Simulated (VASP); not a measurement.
# SrVO3 (Pm-3m) in VASP: a series of runs

The runs below take SrVO3 through single point, with PBEsol.

Everything below comes from runs of VASP 6.6.1. Logs are shortened: lines on timing, memory, paths and dates and some standing lists are left out, and cuts for length are marked.

**1. The cell of the first run**

It takes space group Pm-3m (No. 221, cubic). Conventional cell: a = 3.841 Å, b = 3.841 Å, c = 3.841 Å, α = 90.00°, β = 90.00°, γ = 90.00°. Within 3.6 Å of Sr (site symmetry m-3m) lie 12 O at 2.72 Å and 8 V at 3.33 Å. Within 2.5 Å of V (site symmetry m-3m) lie 6 O at 1.92 Å. Within 2.5 Å of O (site symmetry 4/mmm) lie 2 V at 1.92 Å.

**2. Single point, PBEsol, collinear spin, ferromagnetic start**

Contents of INCAR:

```
PREC = Accurate
ENCUT = 520
EDIFF = 1E-6
ISMEAR = 0
SIGMA = 0.1
LREAL = False
LASPH = True
NELM = 150
ALGO = Normal
ISIF = 2
LWAVE = False
LCHARG = True
ISPIN = 2
MAGMOM = 0 0.22 0 0 0
LORBIT = 11
LMAXMIX = 4
GGA = PS
LELF = True
LVHAR = True
NBANDS = 32
```

Contents of KPOINTS:

```
Automatic mesh
0
Gamma
  10 10 10
```

Contents of POSCAR:

```
SrVO3
1.0
    3.8409000000      0.0000000000      0.0000000000
    0.0000000000      3.8409000000      0.0000000000
    0.0000000000      0.0000000000      3.8409000000
Sr V O
1 1 3
Direct
    0.5000000000      0.5000000000      0.5000000000
    0.0000000000      0.0000000000      0.0000000000
    0.5000000000      0.0000000000      0.0000000000
    0.0000000000      0.5000000000      0.0000000000
    0.0000000000      0.0000000000      0.5000000000
```

Potentials or basis: VASP PAW PBE potentials, release 64 (Sr_sv, V_sv, O).

Launch:

```sh
$ cat potpaw_PBE.64/Sr_sv/POTCAR potpaw_PBE.64/V_sv/POTCAR potpaw_PBE.64/O/POTCAR > POTCAR
$ mpirun -np 1 vasp_std > vasp.out
```

OUTCAR:

```text
PREC = Accurate
   ENCUT = 520
   EDIFF = 1E-6
   ISMEAR = 0
   LREAL = False
   LASPH = True
   NELM = 150
   ISIF = 2
   ISPIN = 2
   LORBIT = 11
   GGA = PS

 ion  position               nearest neighbor table
   1  0.500  0.500  0.500-   3 2.72   4 2.72   5 2.72   3 2.72   4 2.72   3 2.72   5 2.72   3 2.72
                             4 2.72   5 2.72   4 2.72   5 2.72   2 3.33   2 3.33   2 3.33   2 3.33
   2  0.000  0.000  0.000-   3 1.92   4 1.92   5 1.92   5 1.92   4 1.92   3 1.92   1 3.33   1 3.33
                             1 3.33   1 3.33   1 3.33   1 3.33   1 3.33   1 3.33
   3  0.500  0.000  0.000-   2 1.92   2 1.92   1 2.72   1 2.72   1 2.72   1 2.72
   4  0.000  0.500  0.000-   2 1.92   2 1.92   1 2.72   1 2.72   1 2.72   1 2.72
   5  0.000  0.000  0.500-   2 1.92   2 1.92   1 2.72   1 2.72   1 2.72   1 2.72

  LATTYP: Found a simple cubic cell.
 ALAT       =     3.8409000000

  Lattice vectors:

 A1 = (   3.8409000000,   0.0000000000,   0.0000000000)
 A2 = (   0.0000000000,   3.8409000000,   0.0000000000)
 A3 = (   0.0000000000,   0.0000000000,   3.8409000000)

Analysis of symmetry for initial positions (statically):
=====================================================================
 Subroutine PRICEL returns:
 Original cell was already a primitive cell.

 Routine SETGRP: Setting up the symmetry group for a
 simple cubic supercell.

 Subroutine GETGRP returns: Found 48 space group operations
 (whereof 48 operations were pure point group operations)
 out of a pool of 48 trial point group operations.

The static configuration has the point symmetry O_h .

Analysis of symmetry for dynamics (positions and initial velocities):
=====================================================================
 Subroutine PRICEL returns:
 Original cell was already a primitive cell.

 Routine SETGRP: Setting up the symmetry group for a
 simple cubic supercell.

 Subroutine GETGRP returns: Found 48 space group operations
 (whereof 48 operations were pure point group operations)
 out of a pool of 48 trial point group operations.

The dynamic configuration has the point symmetry O_h .

Analysis of structural, dynamic, and magnetic symmetry:
=====================================================================
 Subroutine PRICEL returns:
 Original cell was already a primitive cell.

 Routine SETGRP: Setting up the symmetry group for a
 simple cubic supercell.

 Subroutine GETGRP returns: Found 48 space group operations
 (whereof 48 operations were pure point group operations)
 out of a pool of 48 trial point group operations.

The overall configuration has the point symmetry O_h .

 Subroutine INISYM returns: Found 48 space group operations
 (whereof 48 operations are pure point group operations),
 and found     1 'primitive' translations

----------------------------------------------------------------------------------------

                                     Primitive cell

  volume of cell :      56.6629

  direct lattice vectors                    reciprocal lattice vectors
     3.840900000  0.000000000  0.000000000     0.260355646  0.000000000  0.000000000
     0.000000000  3.840900000  0.000000000     0.000000000  0.260355646  0.000000000
     0.000000000  0.000000000  3.840900000     0.000000000  0.000000000  0.260355646

  length of vectors
     3.840900000  3.840900000  3.840900000     0.260355646  0.260355646  0.260355646

  position of ions in fractional coordinates (direct lattice)
     0.500000000  0.500000000  0.500000000
     0.000000000  0.000000000  0.000000000
     0.500000000  0.000000000  0.000000000
     0.000000000  0.500000000  0.000000000
     0.000000000  0.000000000  0.500000000

  ion indices of the primitive-cell ions
   primitive index   ion index
                 1           1
                 2           2
                 3           3
                 4           4
                 5           5

----------------------------------------------------------------------------------------

 KPOINTS: Automatic mesh

Automatic generation of k-mesh.
 Grid dimensions read from file:
 generate k-points for:   10   10   10

 Generating k-lattice:

  Cartesian coordinates                     Fractional coordinates (reciprocal lattice)
     0.026035565  0.000000000  0.000000000     0.100000000  0.000000000  0.000000000
     0.000000000  0.026035565  0.000000000     0.000000000  0.100000000  0.000000000
     0.000000000  0.000000000  0.026035565     0.000000000  0.000000000  0.100000000

  Length of vectors
     0.026035565  0.026035565  0.026035565

  Shift w.r.t. Gamma in fractional coordinates (k-lattice)
     0.000000000  0.000000000  0.000000000

 Subroutine IBZKPT returns following result:
 ===========================================

 Found     56 irreducible k-points:

 Following reciprocal coordinates:
            Coordinates               Weight
  0.000000  0.000000  0.000000      1.000000
[... 61 lines left out ...]

 Free energy of the ion-electron system (eV)
  ---------------------------------------------------
  ext. energy  EPLUGINS =         0.00000000
  ---------------------------------------------------
  free energy    TOTEN  =       -41.37573951 eV

  energy without entropy =      -41.36742420  energy(sigma->0) =      -41.37158186

 E-fermi :   6.1537     XC(G=0): -11.8435

 val. band max:        6.1493264544   @ k =   0.2000   0.1000   0.0000
 cond. band min:       6.1541617369   @ k =   0.2000   0.2000   0.2000
 fundamental gap:      0.0048352825
 Fermi energy:         6.1536681854

 spin component 1

 k-point     1 :       0.0000    0.0000    0.0000
  band No.  band energies     occupation
      1     -59.5802      1.00000
      2     -33.5309      1.00000
      3     -33.5309      1.00000
      4     -33.5309      1.00000
      5     -28.2541      1.00000
      6     -13.5496      1.00000
[... 24 lines left out ...]
     31      12.6477      0.00000
     32      19.2500      0.00000

 k-point     2 :       0.1000    0.0000    0.0000
  band No.  band energies     occupation
      1     -59.5801      1.00000
      2     -33.5343      1.00000
      3     -33.5308      1.00000
      4     -33.5308      1.00000
      5     -28.2509      1.00000
      6     -13.5499      1.00000
[... 24 lines left out ...]
     31      12.7681      0.00000
     32      19.2729      0.00000
[... 733 lines left out ...]
     31      13.2911      0.00000
     32      19.2652      0.00000

 k-point    24 :       0.3000    0.1000    0.1000
  band No.  band energies     occupation
      1     -59.5795      1.00000
      2     -33.5541      1.00000
      3     -33.5331      1.00000
      4     -33.5330      1.00000
      5     -28.2269      1.00000
      6     -13.5514      1.00000
[... 24 lines left out ...]
     31      13.8516      0.00000
     32      18.8273      0.00000

 [... further k-points ...]

 spin component 2

 k-point     1 :       0.0000    0.0000    0.0000
  band No.  band energies     occupation
      1     -59.3011      1.00000
      2     -33.2574      1.00000
      3     -33.2574      1.00000
      4     -33.2574      1.00000
      5     -28.2539      1.00000
      6     -13.5399      1.00000
[... 24 lines left out ...]
     31      12.6764      0.00000
     32      19.3843      0.00000

 k-point     2 :       0.1000    0.0000    0.0000
  band No.  band energies     occupation
      1     -59.3010      1.00000
      2     -33.2609      1.00000
      3     -33.2572      1.00000
      4     -33.2572      1.00000
      5     -28.2507      1.00000
      6     -13.5403      1.00000
[... 24 lines left out ...]
     31      12.7950      0.00000
     32      19.3990      0.00000
[... 733 lines left out ...]
     31      13.3092      0.00000
     32      19.3587      0.00000

 k-point    24 :       0.3000    0.1000    0.1000
  band No.  band energies     occupation
      1     -59.3004      1.00000
      2     -33.2814      1.00000
      3     -33.2596      1.00000
      4     -33.2595      1.00000
      5     -28.2267      1.00000
      6     -13.5430      1.00000
[... 24 lines left out ...]
     31      13.8641      0.00000
     32      18.8783      0.00000

 [... further k-points ...]
[... 5 lines left out ...]
  --------------------------------------------------------------------------------------
  -------------------------------------------------------------------------------------
  Total       -1.2860775     -1.2860775     -1.2860775      0.0000000     -0.0000000     -0.0000000
  in kB      -36.3645911    -36.3645911    -36.3645911      0.0000000     -0.0000000     -0.0000000
  external PRESSURE =     -36.3645911 kB  Pullay stress =       0.0000000 kB

 VOLUME and BASIS-vectors are now :
 -----------------------------------------------------------------------------
  energy-cutoff  :      520.00
  volume of cell :       56.66
      direct lattice vectors                 reciprocal lattice vectors
     3.840900000  0.000000000  0.000000000     0.260355646  0.000000000  0.000000000
     0.000000000  3.840900000  0.000000000     0.000000000  0.260355646  0.000000000
     0.000000000  0.000000000  3.840900000     0.000000000  0.000000000  0.260355646

 POSITION                                       TOTAL-FORCE (eV/Angst)
 -----------------------------------------------------------------------------------
      1.92045      1.92045      1.92045         0.000000      0.000000      0.000000
      0.00000      0.00000      0.00000         0.000000      0.000000      0.000000
      1.92045      0.00000      0.00000         0.000000      0.000000      0.000000
      0.00000      1.92045      0.00000         0.000000      0.000000      0.000000
      0.00000      0.00000      1.92045         0.000000      0.000000      0.000000
 -----------------------------------------------------------------------------------
    total drift:                                0.000000     -0.000000      0.000000

  FREE ENERGIE OF THE ION-ELECTRON SYSTEM (eV)
  ---------------------------------------------------
  free  energy   TOTEN  =       -41.3757395144 eV

  energy  without entropy=      -41.3674241971  energy(sigma->0) =      -41.37158186

 total charge

# of ion       s       p       d       tot
------------------------------------------
    1        1.998   5.766   0.223   7.987
    2        2.289   6.356   2.968  11.614
    3        1.559   3.461   0.000   5.020
    4        1.559   3.461   0.000   5.020
    5        1.559   3.461   0.000   5.020
--------------------------------------------------
tot          8.964  22.506   3.191  34.661

 magnetization (x)

# of ion       s       p       d       tot
------------------------------------------
    1       -0.000  -0.000   0.001   0.000
    2        0.002   0.002   0.263   0.267
    3       -0.000  -0.001   0.000  -0.001
    4       -0.000  -0.001   0.000  -0.001
    5       -0.000  -0.001   0.000  -0.001
--------------------------------------------------
tot          0.001  -0.001   0.264   0.264
```

Wall time 80 s (1 thread of AMD EPYC 9R45 (Zen 5), shared host); peak memory 0.27 GiB.

What came out:

- Free energy: -41.3757 eV
- Pressure: -3.6 GPa
- Net moment: 0.29 μB per cell
- Site moments: Sr +0.00; V +0.27; O -0.00 μB
- Valence electrons inside the program's atomic spheres: Sr 7.99; V 11.61; O 5.02

Caveat: the cell stands under tension; a moment this small can come from the mesh or the smearing; the PAW data sets were made with another functional, which shifts forces and pressure a little; semilocal functionals often make such compounds metallic where correlation or magnetic order opens a gap, which also shifts bond lengths. With open d or f shells a metallic result of PBEsol can be an artefact of self-interaction; +U or a hybrid may open a gap.

**3. Single point, PBEsol, collinear spin, ferromagnetic start (11.40 Å³/atom)**

This run uses another cell than the first one, of 11.40 Å³/atom.

Contents of INCAR:

```
  ALGO = Normal
  EDIFF = 1E-6
  ENCUT = 520
  GGA = PS
  ISIF = 2
  ISMEAR = 0
  ISPIN = 2
  LASPH = T
  LCHARG = F
  LMAXMIX = 4
  LORBIT = 11
  LREAL = F
  LWAVE = F
  MAGMOM = 0 0.22 0 0 0
  NBANDS = 32
  NELM = 150
  PREC = Accurate
  SIGMA = 0.1
```

Contents of KPOINTS:

```
k-points
0
Gamma
  10 10 10
```

POSCAR, as its differences from that of step 2:

```diff
@@ -2,5 +2,5 @@
 1.0
-    3.8409000000      0.0000000000      0.0000000000
-    0.0000000000      3.8409000000      0.0000000000
-    0.0000000000      0.0000000000      3.8409000000
+    3.8480491659      0.0000000000      0.0000000000
+    0.0000000000      3.8480491659      0.0000000000
+    0.0000000000      0.0000000000      3.8480491659
 Sr V O
```

Potentials or basis: VASP PAW PBE potentials, release 64 (Sr_sv, V_sv, O).

Launch:

```sh
$ cat potpaw_PBE.64/Sr_sv/POTCAR potpaw_PBE.64/V_sv/POTCAR potpaw_PBE.64/O/POTCAR > POTCAR
$ mpirun -np 1 vasp_std > vasp.out
```

It took 82 s on 1 thread of AMD EPYC 9R45 (Zen 5), shared host; peak memory 0.27 GiB.

It converged, with:

```
Free energy                                           : -41.3678 eV
Pressure                                              : -4.7 GPa
Net moment                                            : 0.29 μB per cell
Site moments                                          : Sr +0.00; V +0.27; O -0.00 μB
Valence electrons inside the program's atomic spheres : Sr 7.98; V 11.60; O 5.02
```

Levels at points of the mesh, in eV from the Fermi level:
Spin up:
```tsv
k point	band 16	band 17	band 18	band 19	band 20	band 21	band 22	band 23	band 24	band 25
(0.00, 0.00, 0.00)	-3.24	-3.24	-2.40	-2.40	-2.40	-1.12	-1.12	-1.12	1.19	1.19
(0.50, 0.00, 0.00)	-4.60	-4.60	-4.12	-2.85	-2.85	-1.00	0.85	0.85	1.20	3.49
(0.50, 0.50, 0.00)	-5.14	-4.13	-3.62	-3.62	-2.10	0.82	0.82	1.17	2.21	5.40
(0.50, 0.50, 0.50)	-5.94	-5.94	-2.00	-2.00	-2.00	1.41	1.41	1.41	5.13	5.13
```
Spin down:
```tsv
k point	band 17	band 18	band 19	band 20	band 21	band 22	band 23	band 24
(0.00, 0.00, 0.00)	-3.23	-2.40	-2.40	-2.40	-0.83	-0.83	-0.83	1.35
(0.50, 0.00, 0.00)	-4.53	-4.12	-2.85	-2.85	-0.70	1.10	1.10	1.37
(0.50, 0.50, 0.00)	-4.12	-3.62	-3.62	-2.10	1.09	1.09	1.45	2.37
(0.50, 0.50, 0.50)	-5.88	-2.00	-2.00	-2.00	1.68	1.68	1.68	5.15
```

Caveat: the cell stands under tension; a moment this small can come from the mesh or the smearing; the PAW data sets were made with another functional, which shifts forces and pressure a little; semilocal functionals often make such compounds metallic where correlation or magnetic order opens a gap, which also shifts bond lengths. With open d or f shells a metallic result of PBEsol can be an artefact of self-interaction; +U or a hybrid may open a gap.

**4. Single point, PBEsol, collinear spin, ferromagnetic start (11.73 Å³/atom)**

This run uses another cell than the first one, of 11.73 Å³/atom.

Contents of INCAR:

```
SYSTEM = SrVO3
PREC     = Accurate       ! precision mode
ENCUT    = 520            ! plane-wave cutoff, eV
EDIFF    = 1E-6           ! SCF threshold, eV
ISMEAR   = 0              ! smearing method
SIGMA    = 0.1            ! smearing width, eV
LREAL    = .False.        ! projectors in reciprocal space
LASPH    = .True.         ! aspherical terms in the spheres
NELM     = 150            ! most SCF steps
ALGO     = Normal         ! electronic algorithm
ISIF     = 2              ! what is computed and relaxed
LWAVE    = .False.        ! write WAVECAR
LCHARG   = .True.         ! write CHGCAR
ISPIN    = 2              ! spin polarisation
MAGMOM   = 0 0.22 0 0 0   ! initial moments
LORBIT   = 11             ! projections on sites
LMAXMIX  = 4              ! l up to which the mixer works
GGA      = PS             ! functional
LELF     = .True.         ! ELF
LVHAR    = .True.       
NBANDS   = 32             ! bands
```

Contents of KPOINTS:

```
regular mesh
0
Gamma
  10 10 10
  0 0 0
```

POSCAR, as its differences from that of step 3:

```diff
@@ -2,5 +2,5 @@
 1.0
-    3.8480491659      0.0000000000      0.0000000000
-    0.0000000000      3.8480491659      0.0000000000
-    0.0000000000      0.0000000000      3.8480491659
+    3.8850519086      0.0000000000      0.0000000000
+    0.0000000000      3.8850519086      0.0000000000
+    0.0000000000      0.0000000000      3.8850519086
 Sr V O
```

Launch:

```sh
$ cat potpaw_PBE.64/Sr_sv/POTCAR potpaw_PBE.64/V_sv/POTCAR potpaw_PBE.64/O/POTCAR > POTCAR
$ mpirun -np 1 vasp_std > vasp.out
```

Run time: 90 s. Hardware: 1 thread of AMD EPYC 9R45 (Zen 5), shared host; peak memory 0.27 GiB.

Results (log left out):

```yaml
Free_energy: -41.2958 eV
Pressure: -9.4 GPa
Net_moment: 0.32 μB per cell
Site_moments: Sr +0.00; V +0.30; O -0.00 μB
Valence_electrons_inside_the_program's_atomic_spheres: Sr 7.96; V 11.53; O 5.00
```

Levels at points of the mesh, in eV from the Fermi level:
Spin up:
```csv
k point,band 16,band 17,band 18,band 19,band 20,band 21,band 22,band 23,band 24,band 25
"(0.00, 0.00, 0.00)",-3.12,-3.12,-2.34,-2.34,-2.34,-1.10,-1.10,-1.10,1.08,1.08
"(0.50, 0.00, 0.00)",-4.46,-4.46,-3.96,-2.77,-2.77,-0.99,0.79,0.79,1.09,3.30
"(0.50, 0.50, 0.00)",-4.96,-4.06,-3.53,-3.53,-2.03,0.76,0.76,1.09,2.06,5.17
"(0.50, 0.50, 0.50)",-5.79,-5.79,-1.94,-1.94,-1.94,1.31,1.31,1.31,5.08,5.08
```
Spin down:
```csv
k point,band 18,band 19,band 20,band 21,band 22,band 23
"(0.00, 0.00, 0.00)",-2.34,-2.34,-2.34,-0.78,-0.78,-0.78
"(0.50, 0.00, 0.00)",-3.96,-2.77,-2.77,-0.65,1.06,1.06
"(0.50, 0.50, 0.00)",-3.52,-3.52,-2.03,1.05,1.05,1.40
"(0.50, 0.50, 0.50)",-1.93,-1.93,-1.93,1.62,1.62,1.62
```

Caveat: the cell stands under tension; a moment this small can come from the mesh or the smearing; the PAW data sets were made with another functional, which shifts forces and pressure a little; semilocal functionals often make such compounds metallic where correlation or magnetic order opens a gap, which also shifts bond lengths. With open d or f shells a metallic result of PBEsol can be an artefact of self-interaction; +U or a hybrid may open a gap.

**5. The runs side by side**

```tsv
cell	gap on the mesh (eV)	pressure (GPa)	moment (μB)
a = 3.841 Å, 5 atoms	none	-3.6	0.29
a = 3.848 Å, 5 atoms	none	-4.7	0.29
a = 3.885 Å, 5 atoms	none	-9.4	0.32
```

Alike in all rows: task single point; level PBEsol; potentials or basis VASP PAW PBE potentials, release 64 (Sr_sv, V_sv, O); spin collinear, ferromagnetic start; k mesh 10 × 10 × 10; cutoff (eV) 520; smearing gaussian 0.1 eV.

Caveats: the cell stands under tension; a moment this small can come from the mesh or the smearing; the PAW data sets were made with another functional, which shifts forces and pressure a little; semilocal functionals often make such compounds metallic where correlation or magnetic order opens a gap, which also shifts bond lengths.

Absolute energies hang on the potentials; compare differences alone.
